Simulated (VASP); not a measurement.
# Sn (Fd-3m) in VASP: single point with BLYP

Aim: the single point of Sn with BLYP.

All numbers are computed with VASP 6.6.1; they aren't measurements. Logs are shortened: lines on timing, memory, paths and dates and some standing lists are left out, and cuts for length are marked.

## Step 1: The cell of the first run

Symmetry: Fd-3m, No. 227, cubic system. Conventional cell: a = 7.077 Å, b = 7.077 Å, c = 7.077 Å, α = 90.00°, β = 90.00°, γ = 90.00°. Sn (site symmetry -43m) has 4 Sn at 3.06 Å within 4.0 Å.

## Step 2: Single point, BLYP (volume scaled by 1.12)

INCAR reads:

```
AGGAC    = 1.0          
AGGAX    = 1.0          
ALDAC    = 0.0          
ALDAX    = 1.0          
ALGO     = Normal         # electronic algorithm
EDIFF    = 1E-6           # SCF threshold, eV
ENCUT    = 520            # plane-wave cutoff, eV
GGA      = B5             # functional
ISIF     = 2              # what is computed and relaxed
ISMEAR   = -1             # smearing method
LASPH    = T              # aspherical terms in the spheres
LCHARG   = T              # write CHGCAR
LELF     = T              # ELF
LREAL    = F              # projectors in reciprocal space
LVHAR    = T            
LWAVE    = F              # write WAVECAR
NBANDS   = 21             # bands
NELM     = 80             # most SCF steps
PREC     = Accurate       # precision mode
SIGMA    = 0.1            # smearing width, eV
```

KPOINTS reads:

```
k-points
0
Gamma
  13 13 13
```

POSCAR reads:

```
Sn
1.0
    0.0000000000      3.5384023609      3.5384023609
    3.5384023609      0.0000000000      3.5384023609
    3.5384023609      3.5384023609      0.0000000000
Sn
2
Direct
    0.5000000000      0.5000000000      0.5000000000
    0.7500000000      0.7500000000      0.7500000000
```

Potentials or basis: VASP PAW PBE potentials, release 64 (Sn_d).

Run with:

```console
$ cat potpaw_PBE.64/Sn_d/POTCAR > POTCAR
$ mpirun -np 1 vasp_std > vasp.out
```

OUTCAR:

```text
EDIFF = 1E-6
   ENCUT = 520
   GGA = B5
   ISIF = 2
   ISMEAR = -1
   LASPH = T
   LREAL = F
   NELM = 80
   PREC = Accurate

 ion  position               nearest neighbor table
   1  0.500  0.500  0.500-   2 3.06   2 3.06   2 3.06   2 3.06
   2  0.750  0.750  0.750-   1 3.06   1 3.06   1 3.06   1 3.06

  LATTYP: Found a face centered cubic cell.
 ALAT       =     7.0768047218

  Lattice vectors:

 A1 = (   0.0000000000,   3.5384023609,   3.5384023609)
 A2 = (   3.5384023609,   0.0000000000,   3.5384023609)
 A3 = (   3.5384023609,   3.5384023609,   0.0000000000)

Analysis of symmetry for initial positions (statically):
=====================================================================
 Subroutine PRICEL returns:
 Original cell was already a primitive cell.

 Routine SETGRP: Setting up the symmetry group for a
 face centered cubic supercell.

 Subroutine GETGRP returns: Found 48 space group operations
 (whereof 24 operations were pure point group operations)
 out of a pool of 48 trial point group operations.

The static configuration has the point symmetry T_d .
 The point group associated with its full space group is O_h .

Analysis of symmetry for dynamics (positions and initial velocities):
=====================================================================
 Subroutine PRICEL returns:
 Original cell was already a primitive cell.

 Routine SETGRP: Setting up the symmetry group for a
 face centered cubic supercell.

 Subroutine GETGRP returns: Found 48 space group operations
 (whereof 24 operations were pure point group operations)
 out of a pool of 48 trial point group operations.

The dynamic configuration has the point symmetry T_d .
 The point group associated with its full space group is O_h .

 Subroutine INISYM returns: Found 48 space group operations
 (whereof 24 operations are pure point group operations),
 and found     1 'primitive' translations

----------------------------------------------------------------------------------------

                                     Primitive cell

  volume of cell :      88.6037

  direct lattice vectors                    reciprocal lattice vectors
     0.000000000  3.538402361  3.538402361    -0.141306711  0.141306711  0.141306711
     3.538402361  0.000000000  3.538402361     0.141306711 -0.141306711  0.141306711
     3.538402361  3.538402361  0.000000000     0.141306711  0.141306711 -0.141306711

  length of vectors
     5.004056608  5.004056608  5.004056608     0.244750403  0.244750403  0.244750403

  position of ions in fractional coordinates (direct lattice)
     0.500000000  0.500000000  0.500000000
     0.750000000  0.750000000  0.750000000

  ion indices of the primitive-cell ions
   primitive index   ion index
                 1           1
                 2           2

----------------------------------------------------------------------------------------

 KPOINTS: k-points

Automatic generation of k-mesh.
 Grid dimensions read from file:
 generate k-points for:   13   13   13

 Generating k-lattice:

  Cartesian coordinates                     Fractional coordinates (reciprocal lattice)
    -0.010869747  0.010869747  0.010869747     0.076923077  0.000000000  0.000000000
     0.010869747 -0.010869747  0.010869747     0.000000000  0.076923077  0.000000000
     0.010869747  0.010869747 -0.010869747     0.000000000  0.000000000  0.076923077

  Length of vectors
     0.018826954  0.018826954  0.018826954

  Shift w.r.t. Gamma in fractional coordinates (k-lattice)
     0.000000000  0.000000000  0.000000000

 Subroutine IBZKPT returns following result:
 ===========================================

 Found     84 irreducible k-points:

 Following reciprocal coordinates:
            Coordinates               Weight
  0.000000  0.000000  0.000000      1.000000
  0.076923  0.000000  0.000000      8.000000
  0.153846  0.000000  0.000000      8.000000
  0.230769  0.000000  0.000000      8.000000
  0.307692  0.000000  0.000000      8.000000
  0.384615  0.000000  0.000000      8.000000
[... 16 lines left out ...]
  0.384615  0.153846  0.000000     24.000000
  0.461538  0.153846  0.000000     24.000000
 [... further k-points ...]
   k-points           NKPTS =     84   k-points in BZ     NKDIM =     84   number of bands    NBANDS=     21
   number of dos      NEDOS =    301   number of ions     NIONS =      2
   total plane-waves  NPLWV =  64000
   dimension x,y,z NGX =    40 NGY =   40 NGZ =   40
   dimension x,y,z NGXF=    80 NGYF=   80 NGZF=   80
   ions per type =               2
   NGX,Y,Z   is equivalent  to a cutoff of  13.29, 13.29, 13.29 a.u.
   NGXF,Y,Z  is equivalent  to a cutoff of  26.58, 26.58, 26.58 a.u.
 SYSTEM =  unknown system
   PREC   = accura    normal or accurate (medium, high low for compatibility)
   ISTART =      0    job   : 0-new  1-cont  2-samecut
   ICHARG =      2    charge: 1-file 2-atom 10-const
   ISPIN  =      1    spin polarized calculation?
   LNONCOLLINEAR =      F non collinear calculations
   LSORBIT =      F    spin-orbit coupling
   LASPH  =      T    aspherical Exc in radial PAW
   ENCUT  =  520.0 eV  38.22 Ry    6.18 a.u.   9.30  9.30  9.30*2*pi/ulx,y,z
   NELM   =     80;   NELMIN=  2; NELMDL= -5     # of ELM steps
   EDIFF  = 0.1E-05   stopping-criterion for ELM
   LREAL  =      F    real-space projection
   EDIFFG = 0.1E-04   stopping-criterion for IOM
   NSW    =      0    number of steps for IOM
   IBRION =     -1    ionic relax: 0-MD 1-quasi-New 2-CG
   NFREE  =      0    steps in history (QN), initial steepest desc. (CG)
   ISIF   =      2    stress and relaxation
   ISYM   =      2    0-nonsym 1-usesym 2-fastsym
   POTIM  = 0.5000    time-step for ionic-motion
   TEBEG  =    0.0;   TEEND  =   0.0 temperature during run
   PSTRESS=    0.0 pullay stress
   NELECT =      28.0000    total number of electrons
   NUPDOWN=      -1.0000    fix difference up-down
   EMIN   =  10.00;   EMAX   =-10.00  energy-range for DOS
   EFERMI =   0.00;   METHOD = LEGACY
   ISMEAR =    -1;   SIGMA  =   0.10  broadening in eV -4-tet -1-fermi 0-gaus
   EFERMI_NEDOS =   21; number of points for ismear=-14 and -15
   IALGO  =     38    algorithm
   IMIX   =      4    mixing-type and parameters
     AMIX     =   0.40;   BMIX     =  1.00
     AMIX_MAG =   1.60;   BMIX_MAG =  1.00
  volume/ion in A,a.u.               =      44.30       298.96
  Fermi-wavevector in a.u.,A,eV,Ry     =   1.115091  2.107216 16.917863  1.243428
  Thomas-Fermi vector in A             =   2.251692
   LORBIT       =      0    0 simple, 1 ext, 2 COOP (PROOUT), +10 PAW based schemes
   GGA     = B5    functional components
   LHFCALC =     F    Hartree Fock is set to
   AEXX    =    0.0000 exact exchange contribution
   IVDW    =     0    specifies the selected vdW correction
   LEPSILON=     F    determine dielectric tensor
   LRPA    =     F    only Hartree local field effects (RPA)
 non-spin polarized calculation
  energy-cutoff  :      520.00
  volume of cell :       88.60
 maximum number of plane-waves:      2421
 NGX is ok and might be reduce to    40
   NGX = 19   NGY = 19   NGZ = 19

 number of electron      28.0000004 magnetization

 Free energy of the ion-electron system (eV)
  ---------------------------------------------------
  ext. energy  EPLUGINS =         0.00000000
  ---------------------------------------------------
  free energy    TOTEN  =        -6.38634315 eV

  energy without entropy =       -6.37260832  energy(sigma->0) =       -6.37947574

 E-fermi :   3.6056     XC(G=0):  -7.2717

 val. band max:        3.5304130822   @ k =   0.0769   0.0769   0.0000
 cond. band min:       3.6081833066   @ k =   0.2308   0.0000   0.0000
 fundamental gap:      0.0777702244
 Fermi energy:         3.6056306839

 k-point     1 :       0.0000    0.0000    0.0000
  band No.  band energies     occupation
      1     -17.6509      2.00000
      2     -17.6509      2.00000
      3     -17.6509      2.00000
      4     -17.6168      2.00000
      5     -17.6168      2.00000
      6     -17.4713      2.00000
[... 13 lines left out ...]
     20      11.1570      0.00000
     21      11.1570      0.00000

 k-point     2 :       0.0769    0.0000    0.0000
  band No.  band energies     occupation
      1     -17.6530      2.00000
      2     -17.6530      2.00000
      3     -17.6501      2.00000
      4     -17.6140      2.00000
      5     -17.6140      2.00000
      6     -17.4772      2.00000
[... 13 lines left out ...]
     20      10.8373      0.00000
     21      10.8373      0.00000

 k-point     3 :       0.1538    0.0000    0.0000
  band No.  band energies     occupation
      1     -17.6574      2.00000
      2     -17.6574      2.00000
      3     -17.6478      2.00000
      4     -17.6076      2.00000
      5     -17.6076      2.00000
      6     -17.4849      2.00000
[... 13 lines left out ...]
     20      10.4935      0.00000
     21      10.4935      0.00000

 k-point     4 :       0.2308    0.0000    0.0000
  band No.  band energies     occupation
      1     -17.6619      2.00000
      2     -17.6619      2.00000
      3     -17.6444      2.00000
      4     -17.6004      2.00000
      5     -17.6004      2.00000
      6     -17.4919      2.00000
[... 13 lines left out ...]
     20      10.3814      0.00000
     21      10.3814      0.00000

 k-point     5 :       0.3077    0.0000    0.0000
  band No.  band energies     occupation
      1     -17.6653      2.00000
      2     -17.6653      2.00000
      3     -17.6406      2.00000
      4     -17.5943      2.00000
      5     -17.5943      2.00000
      6     -17.4973      2.00000
[... 13 lines left out ...]
     20      10.5638      0.00000
     21      10.5638      0.00000
[... 382 lines left out ...]
     20      10.2400      0.00000
     21      11.3523      0.00000

 k-point    22 :       0.3077    0.1538    0.0000
  band No.  band energies     occupation
      1     -17.6688      2.00000
      2     -17.6645      2.00000
      3     -17.6414      2.00000
      4     -17.5961      2.00000
      5     -17.5812      2.00000
      6     -17.5189      2.00000
[... 13 lines left out ...]
     20      10.7053      0.00000
     21      11.3864      0.00000

 k-point    23 :       0.3846    0.1538    0.0000
  band No.  band energies     occupation
      1     -17.6739      2.00000
      2     -17.6678      2.00000
      3     -17.6332      2.00000
      4     -17.5894      2.00000
      5     -17.5765      2.00000
      6     -17.5227      2.00000
[... 13 lines left out ...]
     20      10.8471      0.00000
     21      11.6778      0.00000

 k-point    24 :       0.4615    0.1538    0.0000
  band No.  band energies     occupation
      1     -17.6774      2.00000
      2     -17.6702      2.00000
      3     -17.6258      2.00000
      4     -17.5836      2.00000
      5     -17.5758      2.00000
      6     -17.5218      2.00000
[... 13 lines left out ...]
     20      11.0366      0.00000
     21      11.9562      0.00000

 [... further k-points ...]

------------------------ aborting loop because EDIFF is reached ----------------------------------------

  FORCE on cell =-STRESS in cart. coord.  units (eV):
  Direction    XX          YY          ZZ          XY          YZ          ZX
  --------------------------------------------------------------------------------------
  -------------------------------------------------------------------------------------
  Total       -1.3693526     -1.3693526     -1.3693526     -0.0000000     -0.0000000     -0.0000000
  in kB      -24.7613447    -24.7613447    -24.7613447     -0.0000000     -0.0000000     -0.0000000
  external PRESSURE =     -24.7613447 kB  Pullay stress =       0.0000000 kB

 VOLUME and BASIS-vectors are now :
 -----------------------------------------------------------------------------
  energy-cutoff  :      520.00
  volume of cell :       88.60
      direct lattice vectors                 reciprocal lattice vectors
     0.000000000  3.538402361  3.538402361    -0.141306711  0.141306711  0.141306711
     3.538402361  0.000000000  3.538402361     0.141306711 -0.141306711  0.141306711
     3.538402361  3.538402361  0.000000000     0.141306711  0.141306711 -0.141306711

 POSITION                                       TOTAL-FORCE (eV/Angst)
 -----------------------------------------------------------------------------------
      3.53840      3.53840      3.53840        -0.000000     -0.000000     -0.000000
      5.30760      5.30760      5.30760         0.000000      0.000000      0.000000
 -----------------------------------------------------------------------------------
    total drift:                               -0.000000     -0.000000      0.000000

  FREE ENERGIE OF THE ION-ELECTRON SYSTEM (eV)
  ---------------------------------------------------
  free  energy   TOTEN  =        -6.3863431537 eV

  energy  without entropy=       -6.3726083247  energy(sigma->0) =       -6.37947574
```

Run time: 2.3 min. Hardware: 1 thread of Intel Xeon Platinum 8259CL at 2.50GHz (Skylake/Cascade Lake), shared host; peak memory 0.31 GiB.

Results:

* Free energy: -6.3863 eV
* Pressure: -2.5 GPa
* Band gap on the k mesh: zero (band 14 reaches 3.75 eV, above the bottom of band 15 at 3.26 eV)

Caveat: the PAW data sets were made with another functional, which shifts forces and pressure a little; spin-orbit coupling is left out, which moves the levels of the heavy elements.
